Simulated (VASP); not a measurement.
Crystal: SbS3.

```xyz
4
Lattice="4.4637 0.0000 0.0000 0.0000 4.4637 0.0000 0.0000 0.0000 4.4637" Properties=species:S:1:pos:R:3 pbc="T T T"
Sb    0.0000    0.0000    0.0000
S     0.0000    2.2319    2.2319
S     2.2319    0.0000    2.2319
S     2.2319    2.2319    0.0000
```

- Program: VASP 6.6.1
- Task: relaxation of cell and atoms
- Functional: PBE
- Potentials or basis: VASP PAW PBE potentials, release 64 (Sb, S)
- Cutoff: 600 eV
- k mesh: 4 × 4 × 4
- Occupations: gaussian, width 0.1 eV
- Spin: no spin polarisation

At the start: pressure -8.1 GPa; volume 22.23 Å³/atom.

Question: How do energy, volume and symmetry change on relaxing?

Answer: Over 3 steps the energy falls by 93.3 meV/atom and the volume is 19.01 Å³/atom (-14.5 %); space group Pm-3m (No. 221, to 0.1 Å) before and after.

Step by step:
```tsv
step	energy change (eV)	largest force (eV/Å)	pressure (GPa)	volume (Å³)
1	0.0000	0.0000	-8.07	88.94
2	-0.3715	0.0000	0.78	75.28
3	-0.3734	0.0000	0.02	76.05
```

Final structure:
```
Sb S
1.0
     4.23683    0.00000    0.00000
     0.00000    4.23683    0.00000
     0.00000    0.00000    4.23683
Sb S
1 3
Cartesian
  0.0000 0.0000 0.0000
  0.0000 2.1184 2.1184
  2.1184 0.0000 2.1184
  2.1184 2.1184 0.0000
```
